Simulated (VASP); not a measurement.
# HRh6 in VASP: a series of runs

The runs below take HRh6 through single point, with PBE.

All numbers are computed with VASP 6.6.1; they aren't measurements. Logs are shortened: lines on timing, memory, paths and dates and some standing lists are left out, and cuts for length are marked.

## 1. The cell of the first run

The cell holds a slab with vacuum, 14 atoms: a = 5.417 Å, b = 5.417 Å, c = 22.297 Å, α = 90.00°, β = 90.00°, γ = 120.00°.

## 2. Single point, PBE

INCAR

```
PREC     = Accurate       # precision mode
ENCUT    = 520            # plane-wave cutoff, eV
EDIFF    = 1E-6           # SCF threshold, eV
ISMEAR   = 0              # smearing method
SIGMA    = 0.1            # smearing width, eV
LREAL    = F              # projectors in reciprocal space
LASPH    = T              # aspherical terms in the spheres
NELM     = 80             # most SCF steps
ALGO     = Fast           # electronic algorithm
ISIF     = 2              # what is computed and relaxed
LWAVE    = F              # write WAVECAR
LCHARG   = F              # write CHGCAR
LDIPOL   = T            
IDIPOL   = 3            
DIPOL    = 0.5 0.5 0.313
GGA      = PE             # functional
NBANDS   = 104            # bands
```

KPOINTS

```
regular mesh
0
Gamma
  6 6 1
```

POSCAR

```
HRh6
1.0
    5.4165863251      0.0000000000      0.0000000000
   -2.7082931626      4.6909013593      0.0000000000
    0.0000000000      0.0000000000     22.2966119230
Rh H
12 2
Direct
    0.3333333333      0.1666666667      0.1793994538
    0.3333333333      0.6666666667      0.1793994538
    0.8333333333      0.1666666667      0.1793994538
    0.8333333333      0.6666666667      0.1793994538
    0.1666666667      0.3333333333      0.2757769167
    0.1666666667      0.8333333333      0.2757769167
    0.6666666667      0.3333333333      0.2757769167
    0.6666666667      0.8333333333      0.2757769167
    0.0000000000      0.0000000000      0.3721019118
    0.0000000000      0.5000000000      0.3721019118
    0.5000000000      0.0000000000      0.3721019118
    0.5000000000      0.5000000000      0.3721019118
    0.2100290039      0.4200580078      0.5335614202
    0.2899709961      0.5799419922      0.5335614202
```

Potentials or basis: VASP PAW PBE potentials, release 64 (Rh_pv, H).

Command:

```
> cat potpaw_PBE.64/Rh_pv/POTCAR potpaw_PBE.64/H/POTCAR > POTCAR
> mpirun -np 1 vasp_std > vasp.out
```

OUTCAR:

```text
PREC = Accurate
   ENCUT = 520
   EDIFF = 1E-6
   ISMEAR = 0
   LREAL = F
   LASPH = T
   NELM = 80
   ISIF = 2
   GGA = PE

 ion  position               nearest neighbor table
   1  0.333  0.167  0.179-   5 2.66   7 2.66   6 2.66   4 2.71   4 2.71   3 2.71   3 2.71   2 2.71
                             2 2.71
   2  0.333  0.667  0.179-   6 2.66   8 2.66   5 2.66   3 2.71   3 2.71   4 2.71   4 2.71   1 2.71
                             1 2.71
   3  0.833  0.167  0.179-   7 2.66   5 2.66   8 2.66   2 2.71   2 2.71   1 2.71   1 2.71   4 2.71
                             4 2.71
   4  0.833  0.667  0.179-   8 2.66   6 2.66   7 2.66   1 2.71   1 2.71   2 2.71   2 2.71   3 2.71
                             3 2.71
   5  0.167  0.333  0.276-  12 2.66   9 2.66  10 2.66   1 2.66   3 2.66   2 2.66   8 2.71   8 2.71
                             7 2.71   7 2.71   6 2.71   6 2.71
   6  0.167  0.833  0.276-  11 2.66  10 2.66   9 2.66   2 2.66   4 2.66   1 2.66   7 2.71   7 2.71
                             8 2.71   8 2.71   5 2.71   5 2.71
   7  0.667  0.333  0.276-  10 2.66  11 2.66  12 2.66   3 2.66   1 2.66   4 2.66   6 2.71   6 2.71
                             5 2.71   5 2.71   8 2.71   8 2.71
   8  0.667  0.833  0.276-   9 2.66  12 2.66  11 2.66   4 2.66   2 2.66   3 2.66   5 2.71   5 2.71
                             6 2.71   6 2.71   7 2.71   7 2.71
   9  0.000  0.000  0.372-   8 2.66   5 2.66   6 2.66  12 2.71  12 2.71  11 2.71  11 2.71  10 2.71
                            10 2.71
  10  0.000  0.500  0.372-   7 2.66   6 2.66   5 2.66  11 2.71  11 2.71  12 2.71  12 2.71   9 2.71
                             9 2.71
  11  0.500  0.000  0.372-   6 2.66   7 2.66   8 2.66  10 2.71  10 2.71   9 2.71   9 2.71  12 2.71
                            12 2.71
  12  0.500  0.500  0.372-   5 2.66   8 2.66   7 2.66   9 2.71   9 2.71  10 2.71  10 2.71  11 2.71
                            11 2.71
  13  0.210  0.420  0.534-  14 0.75
  14  0.290  0.580  0.534-  13 0.75

  LATTYP: Found a hexagonal cell.
 ALAT       =     5.4165863251
 C/A-ratio  =     4.1163586408

  Lattice vectors:

 A1 = (   5.4165863251,   0.0000000000,   0.0000000000)
 A2 = (  -2.7082931626,   4.6909013593,   0.0000000000)
 A3 = (   0.0000000000,   0.0000000000,  22.2966119230)

Analysis of symmetry for initial positions (statically):
=====================================================================
 Subroutine PRICEL returns:
 Original cell was already a primitive cell.

 Routine SETGRP: Setting up the symmetry group for a
 hexagonal supercell.

 Subroutine GETGRP returns: Found  2 space group operations
 (whereof  2 operations were pure point group operations)
 out of a pool of 24 trial point group operations.

The static configuration has the point symmetry C_1h.

Analysis of symmetry for dynamics (positions and initial velocities):
=====================================================================
 Subroutine PRICEL returns:
 Original cell was already a primitive cell.

 Routine SETGRP: Setting up the symmetry group for a
 hexagonal supercell.

 Subroutine GETGRP returns: Found  2 space group operations
 (whereof  2 operations were pure point group operations)
 out of a pool of 24 trial point group operations.

The dynamic configuration has the point symmetry C_1h.

 Subroutine INISYM returns: Found  2 space group operations
 (whereof  2 operations are pure point group operations),
 and found     1 'primitive' translations

----------------------------------------------------------------------------------------

                                     Primitive cell

  volume of cell :     566.5273

  direct lattice vectors                    reciprocal lattice vectors
     5.416586325  0.000000000  0.000000000     0.184618123  0.106589323  0.000000000
    -2.708293163  4.690901359  0.000000000     0.000000000  0.213178646  0.000000000
     0.000000000  0.000000000 22.296611923     0.000000000  0.000000000  0.044849863

  length of vectors
     5.416586325  5.416586325 22.296611923     0.213178646  0.213178646  0.044849863

  position of ions in fractional coordinates (direct lattice)
     0.333333333  0.166666667  0.179399454
     0.333333333  0.666666667  0.179399454
     0.833333333  0.166666667  0.179399454
     0.833333333  0.666666667  0.179399454
     0.166666667  0.333333333  0.275776917
     0.166666667  0.833333333  0.275776917
     0.666666667  0.333333333  0.275776917
     0.666666667  0.833333333  0.275776917
[... 57 lines left out ...]
  0.500000  0.000000  0.000000      2.000000
  0.000000  0.500000  0.000000      1.000000
  0.166667  0.166667  0.000000      4.000000
 -0.333333  0.166667  0.000000      2.000000
  0.333333  0.166667  0.000000      4.000000
 -0.166667  0.500000  0.000000      4.000000
  0.500000  0.333333  0.000000      4.000000
  0.333333  0.333333  0.000000      2.000000
[... 23 lines left out ...]
   NFREE  =      0    steps in history (QN), initial steepest desc. (CG)
   ISIF   =      2    stress and relaxation
   ISYM   =      2    0-nonsym 1-usesym 2-fastsym
   POTIM  = 0.5000    time-step for ionic-motion
   TEBEG  =    0.0;   TEEND  =   0.0 temperature during run
   PSTRESS=    0.0 pullay stress
   NELECT =     182.0000    total number of electrons
   NUPDOWN=      -1.0000    fix difference up-down
   EMIN   =  10.00;   EMAX   =-10.00  energy-range for DOS
   EFERMI =   0.00;   METHOD = LEGACY
   ISMEAR =     0;   SIGMA  =   0.10  broadening in eV -4-tet -1-fermi 0-gaus
   EFERMI_NEDOS =   21; number of points for ismear=-14 and -15
   IALGO  =     68    algorithm
   IMIX   =      4    mixing-type and parameters
     AMIX     =   0.40;   BMIX     =  1.00
     AMIX_MAG =   1.60;   BMIX_MAG =  1.00
  volume/ion in A,a.u.               =      40.47       273.08
  Fermi-wavevector in a.u.,A,eV,Ry     =   1.121222  2.118803 17.104417  1.257139
  Thomas-Fermi vector in A             =   2.257874
   LORBIT       =      0    0 simple, 1 ext, 2 COOP (PROOUT), +10 PAW based schemes
   GGA     = PE    functional components
   LHFCALC =     F    Hartree Fock is set to
   AEXX    =    0.0000 exact exchange contribution
   IVDW    =     0    specifies the selected vdW correction
   LEPSILON=     F    determine dielectric tensor
   LRPA    =     F    only Hartree local field effects (RPA)
 non-spin polarized calculation
 RMM-DIIS sequential band-by-band and
 Gauss-broadening in eV      SIGMA  =   0.10
  energy-cutoff  :      520.00
  volume of cell :      566.53
 maximum number of plane-waves:     15300
   NGX = 21   NGY = 21   NGZ = 83

 dipolmoment           0.000000      0.000000      0.004497 electrons x Angstroem

 number of electron     182.0000014 magnetization

 dipolmoment           0.000000      0.000000     -0.009220 electrons x Angstroem

 Free energy of the ion-electron system (eV)
  ---------------------------------------------------
  ext. energy  EPLUGINS =         0.00000000
  ---------------------------------------------------
  free energy    TOTEN  =       -87.52793752 eV

  energy without entropy =      -87.42280664  energy(sigma->0) =      -87.47537208

 E-fermi :  -0.0351     XC(G=0):  -5.2271

 val. band max:       -0.0394793208   @ k =   0.3333   0.3333   0.0000
 cond. band min:      -0.0165780146   @ k =  -0.1667   0.5000   0.0000
 fundamental gap:      0.0229013061
 Fermi energy:        -0.0350594378

 k-point     1 :       0.0000    0.0000    0.0000
  band No.  band energies     occupation
      1     -47.1329      2.00000
      2     -47.1325      2.00000
      3     -47.1321      2.00000
      4     -47.0391      2.00000
      5     -46.9505      2.00000
      6     -46.9485      2.00000
[... 1367 lines left out ...]
    102       0.6717      0.00000
    103       0.6853      0.00000
 [bands above 103 left out]

------------------------ aborting loop because EDIFF is reached ----------------------------------------

 vacuum level on the upper side and lower side of the slab       (xc-potential included)        -0.159        -0.055

  FORCE on cell =-STRESS in cart. coord.  units (eV):
  Direction    XX          YY          ZZ          XY          YZ          ZX
  --------------------------------------------------------------------------------------
  -------------------------------------------------------------------------------------
  Total       -6.9606985     -6.9525131      0.2083989      0.0000000     -0.0013117      0.0000000
  in kB      -19.6853238    -19.6621748      0.5893661      0.0000000     -0.0037095      0.0000000
  external PRESSURE =     -12.9193775 kB  Pullay stress =       0.0000000 kB

 VOLUME and BASIS-vectors are now :
 -----------------------------------------------------------------------------
  energy-cutoff  :      520.00
  volume of cell :      566.53
      direct lattice vectors                 reciprocal lattice vectors
     5.416586325  0.000000000  0.000000000     0.184618123  0.106589323  0.000000000
    -2.708293163  4.690901359  0.000000000     0.000000000  0.213178646  0.000000000
     0.000000000  0.000000000 22.296611923     0.000000000  0.000000000  0.044849863

 POSITION                                       TOTAL-FORCE (eV/Angst)
 -----------------------------------------------------------------------------------
      1.35415      0.78182      4.00000         0.002968      0.001722     -0.009154
     -0.00000      3.12727      4.00000         0.000000     -0.000615     -0.008282
      4.06244      0.78182      4.00000        -0.002968      0.001722     -0.009154
      2.70829      3.12727      4.00000         0.000000     -0.002727     -0.008027
      0.00000      1.56363      6.14889         0.000000     -0.003344     -0.016599
     -1.35415      3.90908      6.14889         0.000035      0.002564     -0.010277
      2.70829      1.56363      6.14889         0.000000     -0.001579     -0.009244
      1.35415      3.90908      6.14889        -0.000035      0.002564     -0.010277
      0.00000      0.00000      8.29661         0.000000     -0.004827      0.010189
     -1.35415      2.34545      8.29661        -0.002540      0.002233      0.017843
      2.70829      0.00000      8.29661        -0.000000      0.000178      0.013608
      1.35415      2.34545      8.29661         0.002540      0.002233      0.017843
     -0.00000      1.97045     11.89661         0.000000     -0.011010      0.010830
     -0.00000      2.72045     11.89661        -0.000000      0.010885      0.010701
 -----------------------------------------------------------------------------------
    total drift:                                0.000000      0.000004      0.001930

  FREE ENERGIE OF THE ION-ELECTRON SYSTEM (eV)
  ---------------------------------------------------
  free  energy   TOTEN  =       -87.5279375237 eV

  energy  without entropy=      -87.4228066447  energy(sigma->0) =      -87.47537208

 vacuum level on the upper side and lower side of the slab         4.985         5.052
```

Wall time 73 min (1 thread of Oxide Virtual Turin-like, shared host); peak memory 0.86 GiB.

Results:

* Free energy: -87.5279 eV
* Largest force: 0.018 eV/Å
* Band gap on the k mesh: zero (bands 91 and 92 overlap by 0.75 eV)

Forces in eV/Å, atoms in the order of the input:
```
Rh   0.003  0.002 -0.009
Rh   0.000 -0.001 -0.008
Rh  -0.003  0.002 -0.009
Rh   0.000 -0.003 -0.008
Rh   0.000 -0.003 -0.017
Rh   0.000  0.003 -0.010
Rh   0.000 -0.002 -0.009
Rh   0.000  0.003 -0.010
Rh   0.000 -0.005  0.010
Rh  -0.003  0.002  0.018
Rh   0.000  0.000  0.014
Rh   0.003  0.002  0.018
H    0.000 -0.011  0.011
H    0.000  0.011  0.011
```

## 3. Single point, PBE

INCAR

```
ALGO = Fast
DIPOL = 0.5 0.5 0.294
EDIFF = 1E-6
ENCUT = 520
GGA = PE
IDIPOL = 3
ISIF = 2
ISMEAR = 0
LASPH = True
LCHARG = False
LDIPOL = True
LREAL = False
LWAVE = False
NBANDS = 104
NELM = 60
PREC = Accurate
SIGMA = 0.1
```

KPOINTS

```
k-points
0
Gamma
  6 6 1
```

POSCAR: that of step 2 with these lines changed.

```diff
@@ -20,3 +20,3 @@
     0.5000000000      0.5000000000      0.3721019118
-    0.2100290039      0.4200580078      0.5335614202
-    0.2899709961      0.5799419922      0.5335614202
+    0.2100290039      0.4200580078      0.4066363066
+    0.2899709961      0.5799419922      0.4066363066
```

Potentials or basis: VASP PAW PBE potentials, release 64 (Rh_pv, H).

Command:

```
> cat potpaw_PBE.64/Rh_pv/POTCAR potpaw_PBE.64/H/POTCAR > POTCAR
> mpirun -np 1 vasp_std > vasp.out
```

Wall time 57 min (1 thread of Oxide Virtual Turin-like, shared host); peak memory 0.84 GiB.

The run converged. Its results:

```
Free energy            : -86.0227 eV
Largest force          : 6.605 eV/Å
Band gap on the k mesh : zero (bands 91 and 92 overlap by 0.86 eV)
```

Forces on the atoms (eV/Å):
```
Rh  -0.101 -0.006 -0.074
Rh   0.000 -0.026 -0.045
Rh   0.101 -0.006 -0.074
Rh   0.000  0.013  0.027
Rh   0.000 -0.125 -0.557
Rh  -0.030  0.087 -0.254
Rh   0.000 -0.102 -0.233
Rh   0.030  0.087 -0.254
Rh   0.000 -0.536 -0.052
Rh  -3.865 -0.001 -1.385
Rh   0.000  0.574 -0.131
Rh   3.865 -0.001 -1.385
H    0.000 -6.167  2.161
H    0.000  6.208  2.255
```

Levels at points of the mesh, in eV from the Fermi level:
| k point | band 89 | band 90 | band 91 | band 92 | band 93 | band 94 | band 95 | band 96 |
| --- | --- | --- | --- | --- | --- | --- | --- | --- |
| (0.00, 0.00, 0.00) | 0.35 | 0.37 | 0.49 | 0.50 | 0.53 | 0.60 | 0.71 | 0.79 |
| (0.50, 0.00, 0.00) | -0.58 | -0.46 | -0.41 | -0.37 | -0.27 | -0.13 | 0.17 | 0.25 |
| (0.00, 0.50, 0.00) | -0.78 | -0.53 | -0.42 | -0.34 | -0.28 | -0.11 | 0.14 | 0.27 |

## 4. Single point, PBE

INCAR

```
SYSTEM = HRh6
  PREC = Accurate
  ENCUT = 520
  EDIFF = 1E-7
  ISMEAR = 0
  SIGMA = 0.1
  LREAL = .FALSE.
  LASPH = .TRUE.
  NELM = 100
  ALGO = Fast
  ISIF = 2
  LWAVE = .FALSE.
  LCHARG = .FALSE.
  LDIPOL = .TRUE.
  IDIPOL = 3
  DIPOL = 0.5 0.5 0.297
  GGA = PE
  NBANDS = 104
```

KPOINTS

```
regular mesh
0
G
  6 6 1
  0 0 0
```

POSCAR: that of step 3 with these lines changed.

```diff
@@ -20,3 +20,3 @@
     0.5000000000      0.5000000000      0.3721019118
-    0.2100290039      0.4200580078      0.4066363066
-    0.2899709961      0.5799419922      0.4066363066
+    0.1514581709      0.3029163418      0.4209882629
+    0.3485418291      0.6970836582      0.4209882629
```

Command:

```
> cat potpaw_PBE.64/Rh_pv/POTCAR potpaw_PBE.64/H/POTCAR > POTCAR
> mpirun -np 1 vasp_std > vasp.out
```

Wall time 61 min (1 thread of Oxide Virtual Turin-like, shared host); peak memory 0.86 GiB.

The run converged. Its results:

```yaml
Free_energy: -88.0951 eV
Largest_force: 0.618 eV/Å
Band_gap_on_the_k_mesh: zero (bands 91 and 92 overlap by 0.89 eV)
```

Forces in eV/Å, atoms in the order of the input:
```
Rh  -0.069  0.006 -0.056
Rh   0.000 -0.075 -0.107
Rh   0.069  0.006 -0.056
Rh   0.000  0.114 -0.082
Rh   0.000 -0.091 -0.297
Rh  -0.017  0.035 -0.156
Rh   0.000  0.061  0.036
Rh   0.017  0.035 -0.156
Rh   0.000 -0.182  0.381
Rh  -0.201  0.026  0.584
Rh   0.000  0.162  0.156
Rh   0.201  0.026  0.584
H    0.000 -0.284 -0.455
H    0.000  0.161 -0.376
```

Levels at points of the mesh, in eV from the Fermi level:
```csv
k point,band 90,band 91,band 92,band 93,band 94,band 95
"(0.00, 0.00, 0.00)",0.37,0.50,0.51,0.53,0.59,0.81
"(0.50, 0.00, 0.00)",-0.57,-0.42,-0.39,-0.33,-0.17,0.17
"(0.00, 0.50, 0.00)",-0.46,-0.40,-0.36,-0.31,-0.26,0.20
```

## 5. Single point, PBE

INCAR

```
SYSTEM = HRh6
  PREC = Accurate
  ENCUT = 520
  EDIFF = 1E-6
  ISMEAR = 0
  SIGMA = 0.1
  LREAL = .FALSE.
  LASPH = .TRUE.
  NELM = 100
  ALGO = Fast
  ISIF = 2
  LWAVE = .FALSE.
  LCHARG = .TRUE.
  LDIPOL = .TRUE.
  IDIPOL = 3
  DIPOL = 0.5 0.5 0.303
  GGA = PE
  LELF = .TRUE.
  LVHAR = .TRUE.
  LVACPOTAV = .TRUE.
  NBANDS = 104
```

KPOINTS is that of step 4.

POSCAR: that of step 4 with these lines changed.

```diff
@@ -20,3 +20,3 @@
     0.5000000000      0.5000000000      0.3721019118
-    0.1514581709      0.3029163418      0.4209882629
-    0.3485418291      0.6970836582      0.4209882629
+    0.1703244811      0.3406489622      0.4640441319
+    0.3296755189      0.6593510378      0.4640441319
```

Command:

```
> cat potpaw_PBE.64/Rh_pv/POTCAR potpaw_PBE.64/H/POTCAR > POTCAR
> mpirun -np 1 vasp_std > vasp.out
```

Run time: 41 min. Hardware: 1 thread of Oxide Virtual Turin-like, shared host; peak memory 0.86 GiB.

It converged, with:

```yaml
Free_energy: -85.6307 eV
Largest_force: 1.997 eV/Å
Band_gap_on_the_k_mesh: zero (bands 91 and 92 overlap by 0.76 eV)
```

Forces in eV/Å, atoms in the order of the input:
```
Rh   0.046  0.037 -0.045
Rh   0.000 -0.036 -0.091
Rh  -0.046  0.037 -0.045
Rh   0.000  0.001 -0.040
Rh   0.000 -0.114 -0.171
Rh  -0.083  0.012  0.044
Rh   0.000  0.054  0.443
Rh   0.083  0.012  0.044
Rh   0.000  0.133  0.307
Rh   0.214  0.023  0.676
Rh   0.000 -0.138  0.326
Rh  -0.214  0.023  0.676
H    0.000  1.637 -1.043
H    0.000 -1.679 -1.081
```

Levels at points of the mesh, in eV from the Fermi level:
```
           k point  band 90  band 91  band 92  band 93  band 94  band 95
(0.00, 0.00, 0.00)     0.40     0.41     0.51     0.51     0.52     0.92
(0.50, 0.00, 0.00)    -0.53    -0.38    -0.35    -0.34    -0.17     0.21
(0.00, 0.50, 0.00)    -0.42    -0.38    -0.36    -0.33    -0.31     0.24
```

## 6. Single point, PBE

INCAR

```
SYSTEM = HRh6
PREC = Accurate ; ENCUT = 520
EDIFF = 1E-6 ; ISMEAR = 0
SIGMA = 0.1 ; LREAL = .False.
LASPH = .True. ; NELM = 60
ALGO = Fast ; ISIF = 2
LWAVE = .False. ; LCHARG = .False.
LDIPOL = .True. ; IDIPOL = 3
DIPOL = 0.5 0.5 0.297 ; GGA = PE
NBANDS = 104
```

KPOINTS

```
Automatic mesh
0
Gamma
  6 6 1
  0 0 0
```

POSCAR: that of step 5 with these lines changed.

```diff
@@ -20,3 +20,3 @@
     0.5000000000      0.5000000000      0.3721019118
-    0.1703244811      0.3406489622      0.4640441319
-    0.3296755189      0.6593510378      0.4640441319
+    0.1308864316      0.2617728632      0.4209882629
+    0.3691135684      0.7382271368      0.4209882629
```

Potentials or basis: VASP PAW PBE potentials, release 64 (Rh_pv, H).

Command:

```
> cat potpaw_PBE.64/Rh_pv/POTCAR potpaw_PBE.64/H/POTCAR > POTCAR
> mpirun -np 1 vasp_std > vasp.out
```

Run time: 45 min. Hardware: 1 thread of Oxide Virtual Turin-like, shared host; peak memory 0.86 GiB.

It converged, with:

```yaml
Free_energy: -88.0622 eV
Largest_force: 0.584 eV/Å
Band_gap_on_the_k_mesh: zero (bands 91 and 92 overlap by 0.89 eV)
```

Forces in eV/Å, atoms in the order of the input:
```
Rh  -0.054 -0.008 -0.019
Rh   0.000 -0.086 -0.149
Rh   0.054 -0.008 -0.019
Rh   0.000  0.175 -0.136
Rh   0.000 -0.091 -0.255
Rh   0.012  0.023 -0.156
Rh   0.000  0.118 -0.055
Rh  -0.012  0.023 -0.156
Rh   0.000 -0.583  0.042
Rh  -0.240  0.035  0.375
Rh   0.000  0.527 -0.182
Rh   0.240  0.035  0.375
H    0.000  0.375  0.123
H    0.000 -0.534  0.212
```

Levels at points of the mesh, in eV from the Fermi level:
```
           k point  band 89  band 90  band 91  band 92  band 93  band 94  band 95  band 96
(0.00, 0.00, 0.00)     0.34     0.38     0.50     0.51     0.54     0.65     0.78     0.83
(0.50, 0.00, 0.00)    -0.69    -0.56    -0.42    -0.39    -0.33    -0.17     0.18     0.24
(0.00, 0.50, 0.00)    -0.61    -0.43    -0.38    -0.36    -0.33    -0.24     0.17     0.23
```

## 7. Summary

```csv
cell,gap on the mesh (eV),largest force (eV/Å)
"as given, atomic positions A",none,0.02
"as given, atomic positions B",none,6.60
"as given, atomic positions C",none,0.62
"as given, atomic positions D",none,2.00
"as given, atomic positions E",none,0.58
```

Alike in all rows: task single point; level PBE; potentials or basis VASP PAW PBE potentials, release 64 (Rh_pv, H); no spin polarisation; k mesh 6 × 6 × 1; cutoff (eV) 520; smearing gaussian 0.1 eV.

Absolute energies hang on the potentials; compare differences alone.

The gap in the log of VASP goes by the Fermi energy; the results here count the filled bands.